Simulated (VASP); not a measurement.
# Ge (P6_3/mmc) in VASP: notebook, part 2 of 2

VASP 6.6.1. Earlier steps stand in the parts before.

## Step 3: Single point, PBEsol (strain +0.030 along x and y, +0.000 along z)

Input file INCAR:

```
SYSTEM = Ge
PREC = Accurate
ENCUT = 520
EDIFF = 1E-6
ISMEAR = 0
SIGMA = 0.15
LREAL = .FALSE.
LASPH = .TRUE.
NELM = 60
ALGO = Normal
ISIF = 2
LWAVE = .FALSE.
LCHARG = .TRUE.
GGA = PS
LELF = .TRUE.
LVHAR = .TRUE.
NBANDS = 36
```

Input file KPOINTS:

```
regular mesh
0
G
  12 12 8
  0 0 0
```

Input file POSCAR:

```
Ge
1.0
    4.1168769001      0.0000000000      0.0000000000
   -2.0584384501      3.5653199798      0.0000000000
    0.0000000000      0.0000000000      6.5963651330
Ge
4
Direct
    0.6666666667      0.3333333333      0.0629118565
    0.3333333333      0.6666666667      0.5629118565
    0.6666666667      0.3333333333      0.4370881435
    0.3333333333      0.6666666667      0.9370881435
```

Potentials or basis: VASP PAW PBE potentials, release 64 (Ge_d).

Command:

```bash
$ cat potpaw_PBE.64/Ge_d/POTCAR > POTCAR
$ mpirun -np 1 vasp_std > vasp.out
```

OUTCAR:

```text
SYSTEM = Ge
   PREC = Accurate
   ENCUT = 520
   EDIFF = 1E-6
   ISMEAR = 0
   LREAL = .FALSE.
   LASPH = .TRUE.
   NELM = 60
   ISIF = 2
   GGA = PS

 ion  position               nearest neighbor table
   1  0.667  0.333  0.063-   3 2.47   4 2.52   4 2.52   4 2.52
   2  0.333  0.667  0.563-   4 2.47   3 2.52   3 2.52   3 2.52
   3  0.667  0.333  0.437-   1 2.47   2 2.52   2 2.52   2 2.52
   4  0.333  0.667  0.937-   2 2.47   1 2.52   1 2.52   1 2.52

  LATTYP: Found a hexagonal cell.
 ALAT       =     4.1168769001
 C/A-ratio  =     1.6022740765

  Lattice vectors:

 A1 = (   4.1168769001,   0.0000000000,   0.0000000000)
 A2 = (  -2.0584384501,   3.5653199798,   0.0000000000)
 A3 = (   0.0000000000,   0.0000000000,   6.5963651330)

Analysis of symmetry for initial positions (statically):
=====================================================================
 Subroutine PRICEL returns:
 Original cell was already a primitive cell.

 Routine SETGRP: Setting up the symmetry group for a
 hexagonal supercell.
[... 170 lines left out ...]
  free energy    TOTEN  =       -19.59464536 eV

  energy without entropy =      -19.59303335  energy(sigma->0) =      -19.59383935

 E-fermi :   4.2836     XC(G=0):  -9.8069

 val. band max:        4.2605797207   @ k =   0.0833  -0.0000   0.0000
 cond. band min:       4.2928267829   @ k =   0.0000   0.0000   0.1250
 fundamental gap:      0.0322470622
 Fermi energy:         4.2835789506

 k-point     1 :       0.0000    0.0000    0.0000
  band No.  band energies     occupation
      1     -20.4738      2.00000
      2     -20.4738      2.00000
      3     -20.4649      2.00000
      4     -20.4477      2.00000
      5     -20.4362      2.00000
      6     -20.4362      2.00000
[... 925 lines left out ...]
     35      10.7374      0.00000
     36      11.6826      0.00000

 [... further k-points ...]

------------------------ aborting loop because EDIFF is reached ----------------------------------------

  FORCE on cell =-STRESS in cart. coord.  units (eV):
  Direction    XX          YY          ZZ          XY          YZ          ZX
  --------------------------------------------------------------------------------------
  -------------------------------------------------------------------------------------
  Total       -2.9951700     -2.9951700     -0.3083474      0.0000000      0.0000000      0.0000000
  in kB      -49.5633873    -49.5633873     -5.1024619      0.0000000      0.0000000      0.0000000
  external PRESSURE =     -34.7430788 kB  Pullay stress =       0.0000000 kB

 VOLUME and BASIS-vectors are now :
 -----------------------------------------------------------------------------
  energy-cutoff  :      520.00
  volume of cell :       96.82
      direct lattice vectors                 reciprocal lattice vectors
     4.116876900  0.000000000  0.000000000     0.242902575  0.140239867  0.000000000
    -2.058438450  3.565319980  0.000000000     0.000000000  0.280479734  0.000000000
     0.000000000  0.000000000  6.596365133     0.000000000  0.000000000  0.151598643

 POSITION                                       TOTAL-FORCE (eV/Angst)
 -----------------------------------------------------------------------------------
      2.05844      1.18844      0.41499         0.000000     -0.000000     -0.259947
     -0.00000      2.37688      3.71317        -0.000000      0.000000     -0.259947
      2.05844      1.18844      2.88319         0.000000     -0.000000      0.259947
     -0.00000      2.37688      6.18138        -0.000000      0.000000      0.259947
 -----------------------------------------------------------------------------------
    total drift:                               -0.000000      0.000000     -0.000000

  FREE ENERGIE OF THE ION-ELECTRON SYSTEM (eV)
  ---------------------------------------------------
  free  energy   TOTEN  =       -19.5946453564 eV

  energy  without entropy=      -19.5930333509  energy(sigma->0) =      -19.59383935
```

OSZICAR:

```text
N       E                     dE             d eps       ncg     rms          rms(c)
DAV:   1     0.495126578817E+03    0.49513E+03   -0.28413E+04  7880   0.417E+03
DAV:   2     0.667641681249E+02   -0.42836E+03   -0.41732E+03  6840   0.805E+02
DAV:   3    -0.150753115431E+02   -0.81839E+02   -0.80783E+02  7456   0.206E+02
DAV:   4    -0.197511911298E+02   -0.46759E+01   -0.46575E+01  7996   0.571E+01
DAV:   5    -0.198488008074E+02   -0.97610E-01   -0.97570E-01  7704   0.926E+00    0.423E+00
DAV:   6    -0.196765797207E+02    0.17222E+00   -0.93099E-02  8452   0.290E+00    0.240E+00
DAV:   7    -0.195918871476E+02    0.84693E-01   -0.11659E-01  7392   0.264E+00    0.200E-01
DAV:   8    -0.195940196157E+02   -0.21325E-02   -0.15039E-02  7532   0.130E+00    0.100E-01
DAV:   9    -0.195945603999E+02   -0.54078E-03   -0.49680E-04  8348   0.144E-01    0.305E-02
DAV:  10    -0.195946374071E+02   -0.77007E-04   -0.12361E-04  8240   0.124E-01    0.729E-03
DAV:  11    -0.195946448862E+02   -0.74790E-05   -0.14358E-05  6248   0.210E-02    0.338E-03
DAV:  12    -0.195946453564E+02   -0.47022E-06   -0.85846E-07  5312   0.932E-03
   1 F= -.19594645E+02 E0= -.19593839E+02  d E =-.161201E-02
```

Run time: 6.3 min. Hardware: 1 thread of Intel Xeon 8259CL, shared host; peak memory 0.37 GiB.

What came out:

* Free energy: -19.5946 eV
* Pressure: -3.5 GPa
* Largest force: 0.260 eV/Å
* Band gap on the k mesh: zero (bands 28 and 29 overlap by 0.27 eV)

Forces on the atoms (eV/Å):
```
Ge   0.000  0.000 -0.260
Ge   0.000  0.000 -0.260
Ge   0.000  0.000  0.260
Ge   0.000  0.000  0.260
```

Stress tensor (GPa, compression positive):
```
-4.96  0.00  0.00
 0.00 -4.96  0.00
 0.00  0.00 -0.51
```

Caveat: the cell differs from its parent crystal (strain +0.030 along x and y, +0.000 along z); the cell stands under tension; semilocal functionals underestimate gaps, so a narrow gap can read as zero; the PAW data sets were made with another functional, which shifts forces and pressure a little.

## Step 4: Single point, PBEsol (strain +0.015 along x and y, +0.030 along z)

Input file INCAR:

```
SYSTEM = Ge
PREC = Accurate
ENCUT = 520
EDIFF = 1E-7
ISMEAR = 0
SIGMA = 0.15
LREAL = .False.
LASPH = .True.
NELM = 100
ALGO = Normal
ISIF = 2
LWAVE = .False.
LCHARG = .False.
GGA = PS
NBANDS = 36
```

Input file KPOINTS:

```
regular mesh
0
Gamma
  12 12 8
  0 0 0
```

Input file POSCAR:

```
Ge
1.0
    4.0569223822      0.0000000000      0.0000000000
   -2.0284611911      3.5133978441      0.0000000000
    0.0000000000      0.0000000000      6.7942560870
Ge
4
Direct
    0.6666666667      0.3333333333      0.0629118565
    0.3333333333      0.6666666667      0.5629118565
    0.6666666667      0.3333333333      0.4370881435
    0.3333333333      0.6666666667      0.9370881435
```

Command:

```bash
$ cat potpaw_PBE.64/Ge_d/POTCAR > POTCAR
$ mpirun -np 1 vasp_std > vasp.out
```

It took 8.5 min on 1 thread of Intel Xeon 8259CL, shared host; peak memory 0.36 GiB.

It converged, with:

* Free energy: -19.6134 eV
* Pressure: -3.5 GPa
* Largest force: 0.074 eV/Å
* Band gap on the k mesh: zero (filled and empty bands touch)

Forces on the atoms (eV/Å):
```
Ge   0.000  0.000  0.074
Ge   0.000  0.000  0.074
Ge   0.000  0.000 -0.074
Ge   0.000  0.000 -0.074
```

Stress tensor (GPa, compression positive):
```
-2.83  0.00  0.00
 0.00 -2.83  0.00
 0.00  0.00 -4.95
```

Levels at points of the mesh, in eV from the Fermi level:
```
           k point  band 25  band 26  band 27  band 28  band 29  band 30  band 31  band 32
(0.00, 0.00, 0.00)    -1.33    -0.62    -0.17    -0.17     0.09     0.09     2.30     2.30
(0.50, 0.00, 0.00)    -4.31    -2.85    -2.62    -1.40     0.56     1.36     3.44     3.69
(0.00, 0.00, 0.50)    -0.77    -0.77    -0.77    -0.77     0.52     0.52     3.32     3.32
(0.50, 0.00, 0.50)    -2.47    -2.47    -2.25    -2.25     0.39     0.39     2.06     2.06
```

Caveat: the cell differs from its parent crystal (strain +0.015 along x and y, +0.030 along z); the cell stands under tension; semilocal functionals underestimate gaps, so a narrow gap can read as zero; the PAW data sets were made with another functional, which shifts forces and pressure a little.

## Step 5: Single point, PBEsol (strain +0.030 along x and y, +0.015 along z)

Input file INCAR:

```
SYSTEM = Ge
ALGO = Normal ; EDIFF = 1E-6
ENCUT = 520 ; GGA = PS
ISIF = 2 ; ISMEAR = 0
LASPH = .TRUE. ; LCHARG = .FALSE.
LREAL = .FALSE. ; LWAVE = .FALSE.
NBANDS = 36 ; NELM = 100
PREC = Accurate ; SIGMA = 0.15
```

Input file KPOINTS:

```
k-points
0
G
  12 12 8
  0 0 0
```

Input file POSCAR:

```
Ge
1.0
    4.1168769001      0.0000000000      0.0000000000
   -2.0584384501      3.5653199798      0.0000000000
    0.0000000000      0.0000000000      6.6953106100
Ge
4
Direct
    0.6666666667      0.3333333333      0.0629118565
    0.3333333333      0.6666666667      0.5629118565
    0.6666666667      0.3333333333      0.4370881435
    0.3333333333      0.6666666667      0.9370881435
```

Command:

```bash
$ cat potpaw_PBE.64/Ge_d/POTCAR > POTCAR
$ mpirun -np 1 vasp_std > vasp.out
```

Wall time 6.4 min (1 thread of Intel Xeon 8259CL, shared host); peak memory 0.37 GiB.

The run converged. Its results:

| Property | Result |
| --- | --- |
| Free energy | -19.5793 eV |
| Pressure | -4.3 GPa |
| Largest force | 0.130 eV/Å |
| Band gap on the k mesh | zero (bands 28 and 29 overlap by 0.24 eV) |

Forces on the atoms (eV/Å):
```
Ge   0.000  0.000 -0.130
Ge   0.000  0.000 -0.130
Ge   0.000  0.000  0.130
Ge   0.000  0.000  0.130
```

Stress tensor (GPa, compression positive):
```
-4.94  0.00  0.00
 0.00 -4.94  0.00
 0.00  0.00 -2.92
```

Levels at points of the mesh, in eV from the Fermi level:
```tsv
k point	band 26	band 27	band 28	band 29	band 30	band 31
(0.00, 0.00, 0.00)	-0.67	-0.44	-0.14	0.11	0.11	2.16
(0.50, 0.00, 0.00)	-2.87	-2.61	-1.30	0.47	1.43	3.50
(0.00, 0.00, 0.50)	-0.83	-0.83	-0.83	0.34	0.34	3.24
(0.50, 0.00, 0.50)	-2.34	-2.24	-2.24	0.43	0.43	2.14
```

Caveat: the cell differs from its parent crystal (strain +0.030 along x and y, +0.015 along z); the cell stands under tension; semilocal functionals underestimate gaps, so a narrow gap can read as zero; the PAW data sets were made with another functional, which shifts forces and pressure a little.

## Step 6: Summary

| cell | gap on the mesh (eV) | pressure (GPa) | largest force (eV/Å) |
| --- | --- | --- | --- |
| a = 4.057, b = 4.057, c = 6.695 Å, angles 90.0, 90.0, 120.0°, 4 atoms | none | -2.8 | 0.02 |
| a = 4.117, b = 4.117, c = 6.596 Å, angles 90.0, 90.0, 120.0°, 4 atoms | none | -3.5 | 0.26 |
| a = 4.057, b = 4.057, c = 6.794 Å, angles 90.0, 90.0, 120.0°, 4 atoms | none | -3.5 | 0.07 |
| a = 4.117, b = 4.117, c = 6.695 Å, angles 90.0, 90.0, 120.0°, 4 atoms | none | -4.3 | 0.13 |

Alike in all rows: task single point; level PBEsol; potentials or basis VASP PAW PBE potentials, release 64 (Ge_d); no spin polarisation; k mesh 12 × 12 × 8; cutoff (eV) 520; smearing gaussian 0.15 eV.

Caveats: semilocal functionals underestimate gaps, so a narrow gap can read as zero; the PAW data sets were made with another functional, which shifts forces and pressure a little; the cell stands under tension (at least some runs).

Total energies depend on the potentials used, so only differences within one code and one set of settings carry meaning.
